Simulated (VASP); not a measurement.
# CdTe (F-43m) in VASP: further runs, part 2 of 2

VASP 6.6.1. The steps go on from the part before.

### 3 Single point, BLYP

This run uses another cell than the first one, of 31.60 Å³/atom.

Input file INCAR:

```
SYSTEM = CdTe
AGGAC = 1.0 ; AGGAX = 1.0
ALDAC = 0.0 ; ALDAX = 1.0
ALGO = Normal ; EDIFF = 1E-7
ENCUT = 520 ; GGA = B5
ISIF = 2 ; ISMEAR = -1
LASPH = .True. ; LCHARG = .False.
LREAL = .False. ; LWAVE = .False.
NBANDS = 16 ; NELM = 100
PREC = Accurate ; SIGMA = 0.05
```

Input file KPOINTS:

```
k-points
0
Gamma
  7 7 7
  0 0 0
```

Input file POSCAR:

```
CdTe
1.0
    0.0000000000      3.1616838793      3.1616838793
    3.1616838793      0.0000000000      3.1616838793
    3.1616838793      3.1616838793      0.0000000000
Te Cd
1 1
Direct
    0.7500000000      0.7500000000      0.7500000000
    0.0000000000      0.0000000000      0.0000000000
```

Potentials or basis: VASP PAW PBE potentials, release 64 (Te, Cd).

On the command line:

```console
> cat potpaw_PBE.64/Te/POTCAR potpaw_PBE.64/Cd/POTCAR > POTCAR
> mpirun -np 1 vasp_std > vasp.out
```

OUTCAR:

```text
SYSTEM = CdTe
   EDIFF = 1E-7
   ENCUT = 520
   GGA = B5
   ISIF = 2
   ISMEAR = -1
   LASPH = .True.
   LREAL = .False.
   NELM = 100
   PREC = Accurate

 ion  position               nearest neighbor table
   1  0.750  0.750  0.750-   2 2.74   2 2.74   2 2.74   2 2.74
   2  0.000  0.000  0.000-   1 2.74   1 2.74   1 2.74   1 2.74

  LATTYP: Found a face centered cubic cell.
 ALAT       =     6.3233677586

  Lattice vectors:

 A1 = (   0.0000000000,   3.1616838793,   3.1616838793)
 A2 = (   3.1616838793,   0.0000000000,   3.1616838793)
 A3 = (   3.1616838793,   3.1616838793,   0.0000000000)

Analysis of symmetry for initial positions (statically):
=====================================================================
 Subroutine PRICEL returns:
 Original cell was already a primitive cell.

 Routine SETGRP: Setting up the symmetry group for a
 face centered cubic supercell.

 Subroutine GETGRP returns: Found 24 space group operations
 (whereof 24 operations were pure point group operations)
 out of a pool of 48 trial point group operations.

The static configuration has the point symmetry T_d .

Analysis of symmetry for dynamics (positions and initial velocities):
=====================================================================
 Subroutine PRICEL returns:
 Original cell was already a primitive cell.

 Routine SETGRP: Setting up the symmetry group for a
 face centered cubic supercell.

 Subroutine GETGRP returns: Found 24 space group operations
 (whereof 24 operations were pure point group operations)
 out of a pool of 48 trial point group operations.

The dynamic configuration has the point symmetry T_d .

 Subroutine INISYM returns: Found 24 space group operations
 (whereof 24 operations are pure point group operations),
 and found     1 'primitive' translations

----------------------------------------------------------------------------------------

                                     Primitive cell

  volume of cell :      63.2099

  direct lattice vectors                    reciprocal lattice vectors
     0.000000000  3.161683879  3.161683879    -0.158143578  0.158143578  0.158143578
     3.161683879  0.000000000  3.161683879     0.158143578 -0.158143578  0.158143578
     3.161683879  3.161683879  0.000000000     0.158143578  0.158143578 -0.158143578

  length of vectors
     4.471296222  4.471296222  4.471296222     0.273912711  0.273912711  0.273912711

  position of ions in fractional coordinates (direct lattice)
     0.750000000  0.750000000  0.750000000
     0.000000000  0.000000000  0.000000000

  ion indices of the primitive-cell ions
   primitive index   ion index
                 1           1
                 2           2

----------------------------------------------------------------------------------------

 KPOINTS: k-points

Automatic generation of k-mesh.
 Grid dimensions read from file:
 generate k-points for:    7    7    7

 Generating k-lattice:

  Cartesian coordinates                     Fractional coordinates (reciprocal lattice)
    -0.022591940  0.022591940  0.022591940     0.142857143  0.000000000  0.000000000
     0.022591940 -0.022591940  0.022591940     0.000000000  0.142857143  0.000000000
     0.022591940  0.022591940 -0.022591940     0.000000000  0.000000000  0.142857143

  Length of vectors
     0.039130387  0.039130387  0.039130387

  Shift w.r.t. Gamma in fractional coordinates (k-lattice)
     0.000000000  0.000000000  0.000000000

 Subroutine IBZKPT returns following result:
 ===========================================

 Found     20 irreducible k-points:

 Following reciprocal coordinates:
            Coordinates               Weight
  0.000000  0.000000  0.000000      1.000000
  0.142857  0.000000  0.000000      8.000000
  0.285714  0.000000  0.000000      8.000000
  0.428571  0.000000  0.000000      8.000000
  0.142857  0.142857  0.000000      6.000000
  0.285714  0.142857  0.000000     24.000000
[... 12 lines left out ...]
 -0.428571  0.428571  0.142857     24.000000
 -0.285714  0.428571  0.142857     24.000000
   k-points           NKPTS =     20   k-points in BZ     NKDIM =     20   number of bands    NBANDS=     16
   number of dos      NEDOS =    301   number of ions     NIONS =      2
   total plane-waves  NPLWV =  46656
   dimension x,y,z NGX =    36 NGY =   36 NGZ =   36
   dimension x,y,z NGXF=    72 NGYF=   72 NGZF=   72
   ions per type =               1   1
   NGX,Y,Z   is equivalent  to a cutoff of  13.39, 13.39, 13.39 a.u.
   NGXF,Y,Z  is equivalent  to a cutoff of  26.77, 26.77, 26.77 a.u.
 SYSTEM =  CdTe
   PREC   = accura    normal or accurate (medium, high low for compatibility)
   ISTART =      0    job   : 0-new  1-cont  2-samecut
   ICHARG =      2    charge: 1-file 2-atom 10-const
   ISPIN  =      1    spin polarized calculation?
   LNONCOLLINEAR =      F non collinear calculations
   LSORBIT =      F    spin-orbit coupling
   LASPH  =      T    aspherical Exc in radial PAW
   ENCUT  =  520.0 eV  38.22 Ry    6.18 a.u.   8.31  8.31  8.31*2*pi/ulx,y,z
   NELM   =    100;   NELMIN=  2; NELMDL= -5     # of ELM steps
   EDIFF  = 0.1E-06   stopping-criterion for ELM
   LREAL  =      F    real-space projection
   EDIFFG = 0.1E-05   stopping-criterion for IOM
   NSW    =      0    number of steps for IOM
   IBRION =     -1    ionic relax: 0-MD 1-quasi-New 2-CG
   NFREE  =      0    steps in history (QN), initial steepest desc. (CG)
   ISIF   =      2    stress and relaxation
   ISYM   =      2    0-nonsym 1-usesym 2-fastsym
   POTIM  = 0.5000    time-step for ionic-motion
   TEBEG  =    0.0;   TEEND  =   0.0 temperature during run
   PSTRESS=    0.0 pullay stress
   NELECT =      18.0000    total number of electrons
   NUPDOWN=      -1.0000    fix difference up-down
   EMIN   =  10.00;   EMAX   =-10.00  energy-range for DOS
   EFERMI =   0.00;   METHOD = LEGACY
   ISMEAR =    -1;   SIGMA  =   0.05  broadening in eV -4-tet -1-fermi 0-gaus
   EFERMI_NEDOS =   21; number of points for ismear=-14 and -15
   IALGO  =     38    algorithm
   IMIX   =      4    mixing-type and parameters
     AMIX     =   0.40;   BMIX     =  1.00
     AMIX_MAG =   1.60;   BMIX_MAG =  1.00
  volume/ion in A,a.u.               =      31.60       213.28
  Fermi-wavevector in a.u.,A,eV,Ry     =   1.077053  2.035336 15.783356  1.160044
  Thomas-Fermi vector in A             =   2.212955
   LORBIT       =      0    0 simple, 1 ext, 2 COOP (PROOUT), +10 PAW based schemes
   GGA     = B5    functional components
   LHFCALC =     F    Hartree Fock is set to
   AEXX    =    0.0000 exact exchange contribution
   IVDW    =     0    specifies the selected vdW correction
   LEPSILON=     F    determine dielectric tensor
   LRPA    =     F    only Hartree local field effects (RPA)
 non-spin polarized calculation
  energy-cutoff  :      520.00
  volume of cell :       63.21
 maximum number of plane-waves:      1721
 NGX is ok and might be reduce to    36
   NGX = 17   NGY = 17   NGZ = 17

 number of electron      18.0000004 magnetization

 Free energy of the ion-electron system (eV)
  ---------------------------------------------------
  ext. energy  EPLUGINS =         0.00000000
  ---------------------------------------------------
  free energy    TOTEN  =        -3.45778777 eV

  energy without entropy =       -3.45778697  energy(sigma->0) =       -3.45778737

 E-fermi :   3.9921     XC(G=0):  -8.3884

 val. band max:        3.4833076576   @ k =   0.0000   0.0000   0.0000
 cond. band min:       4.4408588770   @ k =   0.0000   0.0000   0.0000
 fundamental gap:      0.9575512194
 Fermi energy:         3.9920727762

 k-point     1 :       0.0000    0.0000    0.0000
  band No.  band energies     occupation
      1      -8.1542      2.00000
      2      -5.1547      2.00000
      3      -5.1547      2.00000
      4      -5.1547      2.00000
      5      -4.8400      2.00000
      6      -4.8400      2.00000
[... 8 lines left out ...]
     15      13.0795      0.00000
     16      13.0795      0.00000
[... 343 lines left out ...]
 k-point    20 :      -0.2857    0.4286    0.1429
  band No.  band energies     occupation
      1      -7.5735      2.00000
      2      -5.0170      2.00000
      3      -4.9985      2.00000
      4      -4.8793      2.00000
      5      -4.8377      2.00000
      6      -4.1782      2.00000
[... 8 lines left out ...]
     15      13.9479      0.00000
     16      15.9381      0.00000

------------------------ aborting loop because EDIFF is reached ----------------------------------------

  FORCE on cell =-STRESS in cart. coord.  units (eV):
  Direction    XX          YY          ZZ          XY          YZ          ZX
  --------------------------------------------------------------------------------------
  -------------------------------------------------------------------------------------
  Total        3.9311523      3.9311523      3.9311523      0.0000000      0.0000000     -0.0000000
  in kB       99.6426174     99.6426174     99.6426174      0.0000000      0.0000000     -0.0000000
  external PRESSURE =      99.6426174 kB  Pullay stress =       0.0000000 kB

 VOLUME and BASIS-vectors are now :
 -----------------------------------------------------------------------------
  energy-cutoff  :      520.00
  volume of cell :       63.21
      direct lattice vectors                 reciprocal lattice vectors
     0.000000000  3.161683879  3.161683879    -0.158143578  0.158143578  0.158143578
     3.161683879  0.000000000  3.161683879     0.158143578 -0.158143578  0.158143578
     3.161683879  3.161683879  0.000000000     0.158143578  0.158143578 -0.158143578

 POSITION                                       TOTAL-FORCE (eV/Angst)
 -----------------------------------------------------------------------------------
      4.74253      4.74253      4.74253         0.000000      0.000000      0.000000
      0.00000      0.00000      0.00000        -0.000000     -0.000000     -0.000000
 -----------------------------------------------------------------------------------
    total drift:                               -0.000000     -0.000000     -0.000000

  FREE ENERGIE OF THE ION-ELECTRON SYSTEM (eV)
  ---------------------------------------------------
  free  energy   TOTEN  =        -3.4577877683 eV

  energy  without entropy=       -3.4577869737  energy(sigma->0) =       -3.45778737
```

OSZICAR:

```text
N       E                     dE             d eps       ncg     rms          rms(c)
DAV:   1     0.106566227965E+03    0.10657E+03   -0.85403E+03   648   0.993E+02
DAV:   2    -0.494772898996E-01   -0.10662E+03   -0.10163E+03   752   0.241E+02
DAV:   3    -0.371096913025E+01   -0.36615E+01   -0.36568E+01   752   0.468E+01
DAV:   4    -0.374512381367E+01   -0.34155E-01   -0.34153E-01  1008   0.399E+00
DAV:   5    -0.374519884213E+01   -0.75028E-04   -0.75028E-04   808   0.180E-01    0.621E+00
DAV:   6    -0.347507155461E+01    0.27013E+00   -0.48427E-01   768   0.895E+00    0.499E+00
DAV:   7    -0.345716613213E+01    0.17905E-01   -0.13114E-01   792   0.237E+00    0.198E+00
DAV:   8    -0.345761374393E+01   -0.44761E-03   -0.11872E-02   728   0.128E+00    0.522E-01
DAV:   9    -0.345775344584E+01   -0.13970E-03   -0.89439E-04   744   0.345E-01    0.144E-01
DAV:  10    -0.345777406799E+01   -0.20622E-04   -0.10662E-04   768   0.898E-02    0.757E-02
DAV:  11    -0.345779000918E+01   -0.15941E-04   -0.48893E-05   736   0.571E-02    0.346E-02
DAV:  12    -0.345778802411E+01    0.19851E-05   -0.55525E-06   696   0.196E-02    0.169E-02
DAV:  13    -0.345778782240E+01    0.20170E-06   -0.74671E-07   840   0.421E-03    0.741E-03
DAV:  14    -0.345778776830E+01    0.54107E-07   -0.25802E-07   696   0.341E-03
   1 F= -.34577878E+01 E0= -.34577874E+01  d E =-.794629E-06
```

stdout:

```text
POSCAR found type information on POSCAR TeCd
 POSCAR found :  2 types and       2 ions
 scaLAPACK will be used
 -----------------------------------------------------------------------------
|                                                                             |
|                                                                             |
|     You enforced a specific xc type in the INCAR file but a different       |
|     I HOPE YOU KNOW WHAT YOU ARE DOING!                                     |
|                                                                             |
 -----------------------------------------------------------------------------

 LDA part: xc-table for (Slater(with rela. corr.)+VWN5), standard interpolation
 POSCAR, INCAR and KPOINTS ok, starting setup
 FFT: planning ... GRIDC
 FFT: planning ... GRID_SOFT
 FFT: planning ... GRID
 WAVECAR not read
 entering main loop
```

Wall time 65 s (1 thread of AMD EPYC 7R43 (Zen 3), shared host); peak memory 0.17 GiB.

What came out:

```
Free energy            : -3.4578 eV
Pressure               : 10.0 GPa
Band gap on the k mesh : 0.96 eV
```

Caveat: the cell stands under pressure; the PAW data sets were made with another functional, which shifts forces and pressure a little; spin-orbit coupling is left out, which moves the levels of the heavy elements. Expect the measured gap to be larger: semilocal functionals such as BLYP lack the derivative discontinuity.
